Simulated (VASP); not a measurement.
# Cr (Im-3m) in VASP: further runs

The runs below take Cr through relaxation of cell and atoms, single point, with PBE.

Program: VASP 6.6.1. These are calculated values, not measurements. Logs are shortened: lines on timing, memory, paths and dates and some standing lists are left out, and cuts for length are marked.

### 1 The cell of the first run

Symmetry: Im-3m, No. 229, cubic system. Conventional cell: a = 2.850 Å, b = 2.850 Å, c = 2.850 Å, α = 90.00°, β = 90.00°, γ = 90.00°. Cr (site symmetry m-3m) has 14 Cr at 2.47 to 2.85 Å within 3.3 Å.

### 2 Relaxation of cell and atoms, PBE

The input, INCAR:

```
ALGO     = Normal         # electronic algorithm
EDIFF    = 1E-7           # SCF threshold, eV
EDIFFG   = -0.005         # ionic threshold
ENCUT    = 600            # plane-wave cutoff, eV
GGA      = PE             # functional
IBRION   = 2              # ionic algorithm
ISIF     = 3              # what is computed and relaxed
ISMEAR   = 0              # smearing method
LASPH    = T              # aspherical terms in the spheres
LCHARG   = F              # write CHGCAR
LREAL    = F              # projectors in reciprocal space
LWAVE    = F              # write WAVECAR
NELM     = 100            # most SCF steps
NSW      = 100            # ionic steps
PREC     = Accurate       # precision mode
SIGMA    = 0.1            # smearing width, eV
```

The input, KPOINTS:

```
k-points
0
Gamma
  20 20 20
```

The input, POSCAR:

```
Cr
1.0
   -1.4248462202      1.4248462202      1.4248462202
    1.4248462202     -1.4248462202      1.4248462202
    1.4248462202      1.4248462202     -1.4248462202
Cr
1
Direct
    0.0000000000      0.0000000000      0.0000000000
```

Potentials or basis: VASP PAW PBE potentials, release 64 (Cr_pv).

Launch:

```console
> cat potpaw_PBE.64/Cr_pv/POTCAR > POTCAR
> mpirun -np 1 vasp_std > vasp.out
```

OUTCAR:

```text
EDIFF = 1E-7
   EDIFFG = -0.005
   ENCUT = 600
   GGA = PE
   IBRION = 2
   ISIF = 3
   ISMEAR = 0
   LASPH = T
   LREAL = F
   NELM = 100
   NSW = 100
   PREC = Accurate

 ion  position               nearest neighbor table
   1  0.000  0.000  0.000-

  LATTYP: Found a body centered cubic cell.
 ALAT       =     2.8496924404

  Lattice vectors:

 A1 = (  -1.4248462202,   1.4248462202,   1.4248462202)
 A2 = (   1.4248462202,  -1.4248462202,   1.4248462202)
 A3 = (   1.4248462202,   1.4248462202,  -1.4248462202)

Analysis of symmetry for initial positions (statically):
=====================================================================
 Subroutine PRICEL returns:
 Original cell was already a primitive cell.

 Routine SETGRP: Setting up the symmetry group for a
 body centered cubic supercell.

 Subroutine GETGRP returns: Found 48 space group operations
 (whereof 48 operations were pure point group operations)
 out of a pool of 48 trial point group operations.

The static configuration has the point symmetry O_h .

Analysis of symmetry for dynamics (positions and initial velocities):
=====================================================================
 Subroutine PRICEL returns:
 Original cell was already a primitive cell.

 Routine SETGRP: Setting up the symmetry group for a
 body centered cubic supercell.

 Subroutine GETGRP returns: Found 48 space group operations
 (whereof 48 operations were pure point group operations)
 out of a pool of 48 trial point group operations.

The dynamic configuration has the point symmetry O_h .

 Subroutine INISYM returns: Found 48 space group operations
 (whereof 48 operations are pure point group operations),
 and found     1 'primitive' translations

----------------------------------------------------------------------------------------

                                     Primitive cell

  volume of cell :      11.5708

  direct lattice vectors                    reciprocal lattice vectors
    -1.424846220  1.424846220  1.424846220     0.000000000  0.350915062  0.350915062
     1.424846220 -1.424846220  1.424846220     0.350915062  0.000000000  0.350915062
     1.424846220  1.424846220 -1.424846220     0.350915062  0.350915062  0.000000000

  length of vectors
     2.467906046  2.467906046  2.467906046     0.496268840  0.496268840  0.496268840

  position of ions in fractional coordinates (direct lattice)
     0.000000000  0.000000000  0.000000000

  ion indices of the primitive-cell ions
   primitive index   ion index
                 1           1

----------------------------------------------------------------------------------------

 KPOINTS: k-points

Automatic generation of k-mesh.
 Grid dimensions read from file:
 generate k-points for:   20   20   20

 Generating k-lattice:

  Cartesian coordinates                     Fractional coordinates (reciprocal lattice)
     0.000000000  0.017545753  0.017545753     0.050000000  0.000000000  0.000000000
     0.017545753  0.000000000  0.017545753     0.000000000  0.050000000  0.000000000
     0.017545753  0.017545753  0.000000000     0.000000000  0.000000000  0.050000000

  Length of vectors
     0.024813442  0.024813442  0.024813442

  Shift w.r.t. Gamma in fractional coordinates (k-lattice)
     0.000000000  0.000000000  0.000000000

 Subroutine IBZKPT returns following result:
 ===========================================

 Found    256 irreducible k-points:

 Following reciprocal coordinates:
            Coordinates               Weight
  0.000000  0.000000  0.000000      1.000000
  0.050000  0.000000  0.000000     12.000000
  0.100000  0.000000  0.000000     12.000000
  0.150000  0.000000  0.000000     12.000000
  0.200000  0.000000  0.000000     12.000000
  0.250000  0.000000  0.000000     12.000000
[... 16 lines left out ...]
  0.200000  0.100000  0.000000     48.000000
  0.250000  0.100000  0.000000     48.000000
 [... further k-points ...]
   k-points           NKPTS =    256   k-points in BZ     NKDIM =    256   number of bands    NBANDS=     10
   number of dos      NEDOS =    301   number of ions     NIONS =      1
   total plane-waves  NPLWV =   8000
   dimension x,y,z NGX =    20 NGY =   20 NGZ =   20
   dimension x,y,z NGXF=    40 NGYF=   40 NGZF=   40
   ions per type =               1
   NGX,Y,Z   is equivalent  to a cutoff of  13.47, 13.47, 13.47 a.u.
   NGXF,Y,Z  is equivalent  to a cutoff of  26.95, 26.95, 26.95 a.u.
 SYSTEM =  unknown system
   PREC   = accura    normal or accurate (medium, high low for compatibility)
   ISTART =      0    job   : 0-new  1-cont  2-samecut
   ICHARG =      2    charge: 1-file 2-atom 10-const
   ISPIN  =      1    spin polarized calculation?
   LNONCOLLINEAR =      F non collinear calculations
   LSORBIT =      F    spin-orbit coupling
   LASPH  =      T    aspherical Exc in radial PAW
   ENCUT  =  600.0 eV  44.10 Ry    6.64 a.u.   4.93  4.93  4.93*2*pi/ulx,y,z
   NELM   =    100;   NELMIN=  2; NELMDL= -5     # of ELM steps
   EDIFF  = 0.1E-06   stopping-criterion for ELM
   LREAL  =      F    real-space projection
   EDIFFG = -.5E-02   stopping-criterion for IOM
   NSW    =    100    number of steps for IOM
   IBRION =      2    ionic relax: 0-MD 1-quasi-New 2-CG
   NFREE  =      1    steps in history (QN), initial steepest desc. (CG)
   ISIF   =      3    stress and relaxation
   ISYM   =      2    0-nonsym 1-usesym 2-fastsym
   POTIM  = 0.5000    time-step for ionic-motion
   TEBEG  =    0.0;   TEEND  =   0.0 temperature during run
   PSTRESS=    0.0 pullay stress
   NELECT =      12.0000    total number of electrons
   NUPDOWN=      -1.0000    fix difference up-down
   EMIN   =  10.00;   EMAX   =-10.00  energy-range for DOS
   EFERMI =   0.00;   METHOD = LEGACY
   ISMEAR =     0;   SIGMA  =   0.10  broadening in eV -4-tet -1-fermi 0-gaus
   EFERMI_NEDOS =   21; number of points for ismear=-14 and -15
   IALGO  =     38    algorithm
   IMIX   =      4    mixing-type and parameters
     AMIX     =   0.40;   BMIX     =  1.00
     AMIX_MAG =   1.60;   BMIX_MAG =  1.00
  volume/ion in A,a.u.               =      11.57        78.08
  Fermi-wavevector in a.u.,A,eV,Ry     =   1.657094  3.131454 37.361080  2.745962
  Thomas-Fermi vector in A             =   2.744906
   LORBIT       =      0    0 simple, 1 ext, 2 COOP (PROOUT), +10 PAW based schemes
   GGA     = PE    functional components
   LHFCALC =     F    Hartree Fock is set to
   AEXX    =    0.0000 exact exchange contribution
   IVDW    =     0    specifies the selected vdW correction
   LEPSILON=     F    determine dielectric tensor
   LRPA    =     F    only Hartree local field effects (RPA)
 conjugate gradient relaxation of ions
 non-spin polarized calculation
 Gauss-broadening in eV      SIGMA  =   0.10
  energy-cutoff  :      600.00
  volume of cell :       11.57
 maximum number of plane-waves:       402
   NGX =  9   NGY =  9   NGZ =  9

--------------------------------------- Ionic step        1  -------------------------------------------

 number of electron      11.9999995 magnetization

 Free energy of the ion-electron system (eV)
  ---------------------------------------------------
  ext. energy  EPLUGINS =         0.00000000
  ---------------------------------------------------
  free energy    TOTEN  =        -9.51844711 eV

  energy without entropy =       -9.51499629  energy(sigma->0) =       -9.51672170

------------------------ aborting loop because EDIFF is reached ----------------------------------------

  FORCE on cell =-STRESS in cart. coord.  units (eV):
  Direction    XX          YY          ZZ          XY          YZ          ZX
  --------------------------------------------------------------------------------------
  -------------------------------------------------------------------------------------
  Total       -0.0773190     -0.0773190     -0.0773190      0.0000000      0.0000000      0.0000000
  in kB      -10.7061427    -10.7061427    -10.7061427      0.0000000      0.0000000      0.0000000
  external PRESSURE =     -10.7061427 kB  Pullay stress =       0.0000000 kB

 VOLUME and BASIS-vectors are now :
 -----------------------------------------------------------------------------
  energy-cutoff  :      600.00
  volume of cell :       11.57
      direct lattice vectors                 reciprocal lattice vectors
    -1.424846220  1.424846220  1.424846220     0.000000000  0.350915062  0.350915062
     1.424846220 -1.424846220  1.424846220     0.350915062  0.000000000  0.350915062
     1.424846220  1.424846220 -1.424846220     0.350915062  0.350915062  0.000000000
[... 36 lines left out ...]
 POSITION                                       TOTAL-FORCE (eV/Angst)
 -----------------------------------------------------------------------------------
      0.00000      0.00000      0.00000        -0.000000      0.000000      0.000000
 -----------------------------------------------------------------------------------
    total drift:                                0.000000     -0.000000      0.000000

  FREE ENERGIE OF THE ION-ELECTRON SYSTEM (eV)
  ---------------------------------------------------
  free  energy   TOTEN  =        -9.5181291767 eV

  energy  without entropy=       -9.5147362354  energy(sigma->0) =       -9.51643271

--------------------------------------- Ionic step        3  -------------------------------------------

 number of electron      11.9999996 magnetization

 Free energy of the ion-electron system (eV)
  ---------------------------------------------------
  ext. energy  EPLUGINS =         0.00000000
  ---------------------------------------------------
  free energy    TOTEN  =        -9.51860266 eV

  energy without entropy =       -9.51517319  energy(sigma->0) =       -9.51688792

 E-fermi :  11.0244     XC(G=0): -13.6874

 val. band max:       11.0198640455   @ k =   0.4500   0.1000   0.0000
 cond. band min:      11.0335428724   @ k =  -0.1500   0.2000   0.1000
 fundamental gap:      0.0136788269
 Fermi energy:        11.0243925076

 k-point     1 :       0.0000    0.0000    0.0000
  band No.  band energies     occupation
      1     -31.7169      2.00000
      2     -31.7169      2.00000
      3     -31.7169      2.00000
      4       3.1407      2.00000
      5      10.0921      2.00000
      6      10.0921      2.00000
      7      10.0921      2.00000
      8      12.1521      0.00000
      9      12.1521      0.00000
     10      18.1156      0.00000

 k-point     2 :       0.0500    0.0000    0.0000
  band No.  band energies     occupation
      1     -31.7406      2.00000
      2     -31.7241      2.00000
      3     -31.7171      2.00000
      4       3.2511      2.00000
      5      10.0492      2.00000
      6      10.0855      2.00000
      7      10.1669      2.00000
      8      12.1030      0.00000
      9      12.1550      0.00000
     10      18.1156      0.00000
[... 274 lines left out ...]
 k-point    24 :       0.2500    0.1000    0.0000
  band No.  band energies     occupation
      1     -32.3395      2.00000
      2     -31.9177      2.00000
      3     -31.7519      2.00000
      4       6.3338      2.00000
      5       9.0406      2.00000
      6       9.5638      2.00000
      7      11.7750      0.00000
      8      12.4316      0.00000
      9      12.7686      0.00000
     10      18.1145      0.00000

 [... further k-points ...]
[... 5 lines left out ...]
  --------------------------------------------------------------------------------------
  -------------------------------------------------------------------------------------
  Total        0.0004955      0.0004955      0.0004955     -0.0000000      0.0000000     -0.0000000
  in kB        0.0688953      0.0688953      0.0688953     -0.0000000      0.0000000     -0.0000000
  external PRESSURE =       0.0688953 kB  Pullay stress =       0.0000000 kB

 VOLUME and BASIS-vectors are now :
 -----------------------------------------------------------------------------
  energy-cutoff  :      600.00
  volume of cell :       11.52
      direct lattice vectors                 reciprocal lattice vectors
    -1.422908047  1.422908047  1.422908047     0.000000000  0.351393051  0.351393051
     1.422908047 -1.422908047  1.422908047     0.351393051  0.000000000  0.351393051
     1.422908047  1.422908047 -1.422908047     0.351393051  0.351393051  0.000000000

 POSITION                                       TOTAL-FORCE (eV/Angst)
 -----------------------------------------------------------------------------------
      0.00000      0.00000      0.00000        -0.000000      0.000000      0.000000
 -----------------------------------------------------------------------------------
    total drift:                                0.000000      0.000000      0.000000

  FREE ENERGIE OF THE ION-ELECTRON SYSTEM (eV)
  ---------------------------------------------------
  free  energy   TOTEN  =        -9.5186026554 eV

  energy  without entropy=       -9.5151731923  energy(sigma->0) =       -9.51688792

 reached required accuracy - stopping structural energy minimisation
```

It took 48 s on 1 thread of Intel Xeon 6975P-C, shared host; peak memory 0.16 GiB.

What came out:

```yaml
Free_energy: -9.5186 eV
Relaxed_volume: 11.52 Å³/atom
Relaxed_cell: a = 2.465 Å, b = 2.465 Å, c = 2.465 Å, α = 109.47°, β = 109.47°, γ = 109.47°
Space_group_after_relaxing_to_0.05_Å: Im-3m (No. 229)
Energy_gained_by_relaxing: 0.2 meV/atom
Ionic_steps: 3
Pressure_after_relaxing: 0.0 GPa
Band_gap_on_the_k_mesh: zero (band 6 reaches 13.46 eV, above the bottom of band 7 at 10.09 eV)
```

The path:
| step | energy change (eV) | largest force (eV/Å) | pressure (GPa) | volume (Å³) |
| --- | --- | --- | --- | --- |
| 1 | 0.0000 | 0.0000 | -1.07 | 11.57 |
| 2 | 0.0003 | 0.0000 | 1.87 | 11.44 |
| 3 | -0.0002 | 0.0000 | 0.01 | 11.52 |

Final structure:
```cif
data_structure
_symmetry_space_group_name_H-M 'P 1'
_symmetry_Int_Tables_number 1
_cell_length_a 2.4645
_cell_length_b 2.4645
_cell_length_c 2.4645
_cell_angle_alpha 109.471
_cell_angle_beta 109.471
_cell_angle_gamma 109.471
_cell_volume 11.52
loop_
_atom_site_label
_atom_site_type_symbol
_atom_site_fract_x
_atom_site_fract_y
_atom_site_fract_z
_atom_site_occupancy
Cr1 Cr 0.00000 0.00000 0.00000 1
```

Caveat: the run has no spin polarisation, though such a crystal can be magnetic. Spin polarisation is off, so any magnetic state and its effect on volume and gap are missing.

### 3 Single point, PBE, collinear spin, ferromagnetic start

This run uses another cell than the first one, of 11.99 Å³/atom, 1.036 times its volume.

The input, INCAR:

```
PREC = Accurate ; ENCUT = 500
EDIFF = 1E-6 ; ISMEAR = 0
SIGMA = 0.1 ; LREAL = F
LASPH = T ; NELM = 200
ALGO = Normal ; ISIF = 2
LWAVE = F ; LCHARG = F
ISPIN = 2 ; MAGMOM = 3
LORBIT = 11 ; LMAXMIX = 4
GGA = PE ; NBANDS = 16
GGA_COMPAT = F
```

The input, KPOINTS:

```
Automatic mesh
0
Gamma
  8 8 8
```

The input, POSCAR:

```
Cr
1.0
   -1.4419500000      1.4419500000      1.4419500000
    1.4419500000     -1.4419500000      1.4419500000
    1.4419500000      1.4419500000     -1.4419500000
Cr
1
Direct
    0.0000000000      0.0000000000      0.0000000000
```

Potentials or basis: VASP PAW PBE potentials, release 64 (Cr_pv).

Launch:

```console
> cat potpaw_PBE.64/Cr_pv/POTCAR > POTCAR
> mpirun -np 1 vasp_std > vasp.out
```

Run time: 8.4 s. Hardware: 1 thread of Intel Xeon 6975P-C, shared host; peak memory 0.12 GiB.

The run converged. Its results:

```
Free energy                                           : -9.5017 eV
Pressure                                              : -9.1 GPa
Band gap on the k mesh                                : zero (filled and empty bands overlap)
Net moment                                            : 0.00 μB per cell
Valence electrons inside the program's atomic spheres : Cr 10.97
```

Levels at points of the mesh, in eV from the Fermi level:
Spin up:
```csv
k point,band 2,band 3,band 4,band 5,band 6,band 7,band 8,band 9,band 10,band 11
"(0.00, 0.00, 0.00)",-42.64,-42.64,-7.54,-0.72,-0.72,-0.72,1.24,1.24,7.21,22.19
"(0.50, 0.00, 0.00)",-42.89,-42.64,-4.08,-2.18,1.20,1.23,1.55,2.83,7.20,9.64
"(0.50, 0.50, 0.50)",-43.20,-43.20,-3.92,-3.92,2.46,2.46,2.46,7.21,10.45,10.45
```
Spin down:
```csv
k point,band 3,band 4,band 5,band 6,band 7,band 8,band 9,band 10
"(0.00, 0.00, 0.00)",-42.64,-7.54,-0.72,-0.72,-0.72,1.24,1.24,7.21
"(0.50, 0.00, 0.00)",-42.64,-4.08,-2.18,1.20,1.23,1.55,2.83,7.20
"(0.50, 0.50, 0.50)",-43.20,-3.92,-3.92,2.46,2.46,2.46,7.21,10.45
```

Caveat: the k points lie up to 0.39 Å⁻¹ apart; the starting moments collapsed, and a magnetic state may lie lower.

(Continued in part 2 of 2.)
